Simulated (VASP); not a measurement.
# Tl5Ir (P-6m2) in VASP: a series of runs, part 2 of 2

VASP 6.6.1. Earlier steps stand in the parts before.

## 5. Single point, PBE, collinear spin

This run uses another cell than the first one, of 26.66 Å³/atom.

The input, INCAR:

```
SYSTEM = Tl5Ir
PREC = Accurate
ENCUT = 520
EDIFF = 1E-7
ISMEAR = 0
SIGMA = 0.1
LREAL = .FALSE.
LASPH = .TRUE.
NELM = 150
ALGO = Fast
ISIF = 2
LWAVE = .FALSE.
LCHARG = .FALSE.
ISPIN = 2
MAGMOM = 0 0 0 0 0 1
LORBIT = 11
LMAXMIX = 4
GGA = PE
NBANDS = 50
```

The input, KPOINTS:

```
Automatic mesh
0
G
  6 6 1
  0 0 0
```

The input, POSCAR:

```
Tl5Ir
1.0
    3.3922757745      0.0000000000      0.0000000000
   -1.6961378873      2.9377969974      0.0000000000
    0.0000000000      0.0000000000     16.0479871879
Tl Ir
5 1
Direct
    0.3333333333      0.6666666667      0.1306938200
    0.6666666667      0.3333333333      0.3135954583
    0.3333333333      0.6666666667      0.5000000000
    0.6666666667      0.3333333333      0.6864045417
    0.3333333333      0.6666666667      0.8693061800
    0.0000000000      0.0000000000      0.0000000000
```

Command:

```sh
$ cat potpaw_PBE.64/Tl_d/POTCAR potpaw_PBE.64/Ir/POTCAR > POTCAR
$ mpirun -np 1 vasp_std > vasp.out
```

Wall time 4.3 min (1 thread of Oxide Virtual Turin-like, shared host); peak memory 0.36 GiB.

The run converged. Its results:

```
Free energy                                           : -18.4683 eV
Pressure                                              : 0.0 GPa
Largest force                                         : 0.007 eV/Å
Band gap on the k mesh                                : zero (filled and empty bands overlap)
Net moment                                            : 0.00 μB per cell
Valence electrons inside the program's atomic spheres : Tl 11.26, 11.20 (each value once); Ir 7.93
```

Forces in eV/Å, atoms in the order of the input:
```
Tl   0.000  0.000 -0.007
Tl   0.000  0.000 -0.007
Tl   0.000  0.000  0.000
Tl   0.000  0.000  0.007
Tl   0.000  0.000  0.007
Ir   0.000  0.000  0.000
```

Stress tensor (GPa, compression positive):
```
 0.06  0.00  0.00
 0.00  0.06  0.00
 0.00  0.00 -0.09
```

Levels at points of the mesh, in eV from the Fermi level:
Spin up:
```tsv
k point	band 35	band 36	band 37	band 38	band 39	band 40
(0.00, 0.00, 0.00)	-1.54	-0.86	-0.86	1.60	2.58	6.87
(0.50, 0.00, 0.00)	-1.42	-1.32	-1.07	-0.41	0.03	0.75
```
Spin down:
```csv
k point,band 33,band 34,band 35,band 36,band 37,band 38,band 39,band 40,band 41,band 42
"(0.00, 0.00, 0.00)",-1.60,-1.60,-1.54,-0.86,-0.86,1.60,2.58,6.87,8.96,8.96
"(0.50, 0.00, 0.00)",-2.53,-1.83,-1.42,-1.32,-1.07,-0.41,0.03,0.75,1.47,2.77
```

Caveat: the k points lie up to 0.39 Å⁻¹ apart; spin-orbit coupling is left out, which moves the levels of the heavy elements.

## 6. Single point, PBE

This run uses another cell than the first one, of 27.12 Å³/atom.

The input, INCAR:

```
SYSTEM = Tl5Ir
PREC = Accurate
ENCUT = 520
EDIFF = 1E-7
ISMEAR = 0
SIGMA = 0.1
LREAL = .False.
LASPH = .True.
NELM = 100
ALGO = Fast
ISIF = 2
LWAVE = .False.
LCHARG = .True.
GGA = PE
LELF = .True.
LVHAR = .True.
NBANDS = 46
```

The input, KPOINTS:

```
regular mesh
0
Gamma
  12 12 4
  0 0 0
```

The input, POSCAR:

```
Tl5Ir
1.0
    3.4557599862      0.0000000000      0.0000000000
   -1.7278799931      2.9927759374      0.0000000000
    0.0000000000      0.0000000000     15.7354975073
Tl Ir
5 1
Direct
    0.3333333333      0.6666666667      0.1279572681
    0.6666666667      0.3333333333      0.3091727115
    0.3333333333      0.6666666667      0.5000000000
    0.6666666667      0.3333333333      0.6908272885
    0.3333333333      0.6666666667      0.8720427319
    0.0000000000      0.0000000000      0.0000000000
```

Potentials or basis: VASP PAW PBE potentials, release 64 (Tl_d, Ir).

Command:

```sh
$ cat potpaw_PBE.64/Tl_d/POTCAR potpaw_PBE.64/Ir/POTCAR > POTCAR
$ mpirun -np 1 vasp_std > vasp.out
```

OUTCAR:

```text
SYSTEM = Tl5Ir
   PREC = Accurate
   ENCUT = 520
   EDIFF = 1E-7
   ISMEAR = 0
   LREAL = .False.
   LASPH = .True.
   NELM = 100
   ISIF = 2
   GGA = PE

 ion  position               nearest neighbor table
   1  0.333  0.667  0.128-   6 2.83   6 2.83   6 2.83   2 3.48   2 3.48   2 3.48   5 4.03
   2  0.667  0.333  0.309-   1 3.48   1 3.48   1 3.48   3 3.61   3 3.61   3 3.61
   3  0.333  0.667  0.500-   2 3.61   4 3.61   2 3.61   4 3.61   2 3.61   4 3.61
   4  0.667  0.333  0.691-   5 3.48   5 3.48   5 3.48   3 3.61   3 3.61   3 3.61
   5  0.333  0.667  0.872-   6 2.83   6 2.83   6 2.83   4 3.48   4 3.48   4 3.48   1 4.03
   6  0.000  0.000  0.000-   1 2.83   5 2.83   1 2.83   5 2.83   1 2.83   5 2.83

  LATTYP: Found a hexagonal cell.
 ALAT       =     3.4557599862
 C/A-ratio  =     4.5534115709

  Lattice vectors:

 A1 = (   3.4557599862,   0.0000000000,   0.0000000000)
 A2 = (  -1.7278799931,   2.9927759374,   0.0000000000)
 A3 = (   0.0000000000,   0.0000000000,  15.7354975073)

Analysis of symmetry for initial positions (statically):
=====================================================================
 Subroutine PRICEL returns:
 Original cell was already a primitive cell.

 Routine SETGRP: Setting up the symmetry group for a
 hexagonal supercell.

 Subroutine GETGRP returns: Found 12 space group operations
 (whereof 12 operations were pure point group operations)
 out of a pool of 24 trial point group operations.

The static configuration has the point symmetry D_3h.

Analysis of symmetry for dynamics (positions and initial velocities):
=====================================================================
 Subroutine PRICEL returns:
 Original cell was already a primitive cell.

 Routine SETGRP: Setting up the symmetry group for a
 hexagonal supercell.

 Subroutine GETGRP returns: Found 12 space group operations
 (whereof 12 operations were pure point group operations)
 out of a pool of 24 trial point group operations.

[... 125 lines left out ...]
   IALGO  =     68    algorithm
   IMIX   =      4    mixing-type and parameters
     AMIX     =   0.40;   BMIX     =  1.00
     AMIX_MAG =   1.60;   BMIX_MAG =  1.00
  volume/ion in A,a.u.               =      27.12       183.04
  Fermi-wavevector in a.u.,A,eV,Ry     =   1.258885  2.378947 21.562389  1.584791
  Thomas-Fermi vector in A             =   2.392472
   LORBIT       =      0    0 simple, 1 ext, 2 COOP (PROOUT), +10 PAW based schemes
   GGA     = PE    functional components
   LHFCALC =     F    Hartree Fock is set to
   AEXX    =    0.0000 exact exchange contribution
   IVDW    =     0    specifies the selected vdW correction
   LEPSILON=     F    determine dielectric tensor
   LRPA    =     F    only Hartree local field effects (RPA)
 non-spin polarized calculation
 RMM-DIIS sequential band-by-band and
 Gauss-broadening in eV      SIGMA  =   0.10
  energy-cutoff  :      520.00
  volume of cell :      162.74
 maximum number of plane-waves:      4422
 NGX is ok and might be reduce to    28
   NGX = 13   NGY = 13   NGZ = 59

 number of electron      74.0000002 magnetization

 Free energy of the ion-electron system (eV)
  ---------------------------------------------------
  ext. energy  EPLUGINS =         0.00000000
  ---------------------------------------------------
  free energy    TOTEN  =       -18.28101528 eV

  energy without entropy =      -18.25741487  energy(sigma->0) =      -18.26921507

 E-fermi :   6.3753     XC(G=0): -10.3671

 val. band max:        6.3637731550   @ k =   0.3333   0.1667   0.2500
 cond. band min:       6.4040909383   @ k =   0.4167  -0.0000   0.5000
 fundamental gap:      0.0403177833
 Fermi energy:         6.3753413338

 k-point     1 :       0.0000    0.0000    0.0000
  band No.  band energies     occupation
      1      -5.4093      2.00000
      2      -5.3684      2.00000
      3      -5.3393      2.00000
      4      -5.2367      2.00000
      5      -5.2367      2.00000
      6      -5.2347      2.00000
[... 1165 lines left out ...]
     45      11.8325      0.00000
     46      11.8472      0.00000

 [... further k-points ...]
[... 5 lines left out ...]
  --------------------------------------------------------------------------------------
  -------------------------------------------------------------------------------------
  Total       -0.0285174     -0.0285174     -0.0084066      0.0000000      0.0000000     -0.0000000
  in kB       -0.2807517     -0.2807517     -0.0827624      0.0000000      0.0000000     -0.0000000
  external PRESSURE =      -0.2147553 kB  Pullay stress =       0.0000000 kB

 VOLUME and BASIS-vectors are now :
 -----------------------------------------------------------------------------
  energy-cutoff  :      520.00
  volume of cell :      162.74
      direct lattice vectors                 reciprocal lattice vectors
     3.455759986  0.000000000  0.000000000     0.289371948  0.167068972  0.000000000
    -1.727879993  2.992775937  0.000000000     0.000000000  0.334137944  0.000000000
     0.000000000  0.000000000 15.735497507     0.000000000  0.000000000  0.063550580

 POSITION                                       TOTAL-FORCE (eV/Angst)
 -----------------------------------------------------------------------------------
     -0.00000      1.99518      2.01347        -0.000000      0.000000      0.011472
      1.72788      0.99759      4.86499         0.000000     -0.000000      0.000770
     -0.00000      1.99518      7.86775         0.000000     -0.000000      0.000000
      1.72788      0.99759     10.87051         0.000000     -0.000000     -0.000770
     -0.00000      1.99518     13.72203        -0.000000      0.000000     -0.011472
      0.00000      0.00000      0.00000        -0.000000     -0.000000      0.000000
 -----------------------------------------------------------------------------------
    total drift:                                0.000000     -0.000000     -0.000000

  FREE ENERGIE OF THE ION-ELECTRON SYSTEM (eV)
  ---------------------------------------------------
  free  energy   TOTEN  =       -18.2810152804 eV

  energy  without entropy=      -18.2574148665  energy(sigma->0) =      -18.26921507
```

OSZICAR:

```text
N       E                     dE             d eps       ncg     rms          rms(c)
DAV:   1     0.482079735481E+03    0.48208E+03   -0.38522E+04  5316   0.152E+03
DAV:   2     0.775863408835E-01   -0.48200E+03   -0.46331E+03  5268   0.359E+02
DAV:   3    -0.184605054725E+02   -0.18538E+02   -0.17995E+02  6016   0.643E+01
DAV:   4    -0.188577110483E+02   -0.39721E+00   -0.39478E+00  5856   0.843E+00
DAV:   5    -0.188667833223E+02   -0.90723E-02   -0.90686E-02  6042   0.138E+00    0.100E+01
RMM:   6    -0.201509723169E+02   -0.12842E+01   -0.12924E+00  5959   0.378E+00    0.108E+01
RMM:   7    -0.185143144468E+02    0.16367E+01   -0.15647E+00  6008   0.439E+00    0.556E+00
RMM:   8    -0.182970104487E+02    0.21730E+00   -0.24524E-01  5429   0.244E+00    0.159E+00
RMM:   9    -0.182824860780E+02    0.14524E-01   -0.29785E-02  5800   0.805E-01    0.533E-01
RMM:  10    -0.182815706759E+02    0.91540E-03   -0.11851E-02  5877   0.568E-01    0.243E-01
RMM:  11    -0.182810097032E+02    0.56097E-03   -0.23876E-03  5810   0.238E-01    0.599E-02
RMM:  12    -0.182810134534E+02   -0.37503E-05   -0.54937E-04  6188   0.816E-02    0.310E-02
RMM:  13    -0.182810123489E+02    0.11046E-05   -0.10032E-04  6020   0.448E-02    0.134E-02
RMM:  14    -0.182810155196E+02   -0.31707E-05   -0.19188E-05  6247   0.178E-02    0.638E-03
RMM:  15    -0.182810155440E+02   -0.24434E-07   -0.41944E-06  5866   0.949E-03    0.373E-03
RMM:  16    -0.182810152928E+02    0.25120E-06   -0.99100E-07  4699   0.542E-03    0.776E-04
RMM:  17    -0.182810152804E+02    0.12434E-07   -0.21915E-07  3917   0.230E-03
   1 F= -.18281015E+02 E0= -.18269215E+02  d E =-.236004E-01
```

stdout:

```text
POSCAR found type information on POSCAR TlIr
 POSCAR found :  2 types and       6 ions
 scaLAPACK will be used
 LDA part: xc-table for (Slater+PW92), standard interpolation
 POSCAR, INCAR and KPOINTS ok, starting setup
 FFT: planning ... GRIDC
 FFT: planning ... GRID_SOFT
 FFT: planning ... GRID
 WAVECAR not read
 entering main loop
```

Run time: 13 min. Hardware: 1 thread of Oxide Virtual Turin-like, shared host; peak memory 0.48 GiB.

What came out:

- Free energy: -18.2810 eV
- Pressure: 0.0 GPa
- Largest force: 0.011 eV/Å
- Band gap on the k mesh: zero (bands 37 and 38 overlap by 1.15 eV)

Forces on the atoms (eV/Å):
```
Tl   0.000  0.000  0.011
Tl   0.000  0.000  0.001
Tl   0.000  0.000  0.000
Tl   0.000  0.000 -0.001
Tl   0.000  0.000 -0.011
Ir   0.000  0.000  0.000
```

Caveat: spin-orbit coupling is left out, which moves the levels of the heavy elements.

## 7. Overview

```csv
task,spin,cell,k mesh,cutoff (eV),gap on the mesh (eV),pressure (GPa),largest force (eV/Å)
single point,off,"a = 3.206, b = 3.206, c = 17.879 Å, angles 90.0, 90.0, 120.0°, 6 atoms, atomic positions A",6 × 6 × 1,520,none,-0.9,1.03
single point,off,"a = 3.392, b = 3.392, c = 16.048 Å, angles 90.0, 90.0, 120.0°, 6 atoms, atomic positions B",6 × 6 × 1,520,none,0.0,0.01
relaxation of cell and atoms,off,"relaxed from a = 3.206, b = 3.206, c = 17.879 Å, angles 90.0, 90.0, 120.0°, 6 atoms, atomic positions A",6 × 6 × 1,600,none,-0.1,0.03
single point,collinear,"a = 3.392, b = 3.392, c = 16.048 Å, angles 90.0, 90.0, 120.0°, 6 atoms, atomic positions B",6 × 6 × 1,520,none,0.0,0.01
single point,off,"a = 3.456, b = 3.456, c = 15.735 Å, angles 90.0, 90.0, 120.0°, 6 atoms, atomic positions C",12 × 12 × 4,520,none,0.0,0.01
```

Alike in all rows: level PBE; potentials or basis VASP PAW PBE potentials, release 64 (Tl_d, Ir); smearing gaussian 0.1 eV.

Caveats: some runs use coarse meshes; spin-orbit coupling is left out, which moves the levels of the heavy elements; forces of over 1 eV/Å act on the atoms, so gaps and moduli don't describe the material at rest (at least some runs).

Absolute energies hang on the potentials; compare differences alone.

The gap in the log of VASP goes by the Fermi energy; the results here count the filled bands.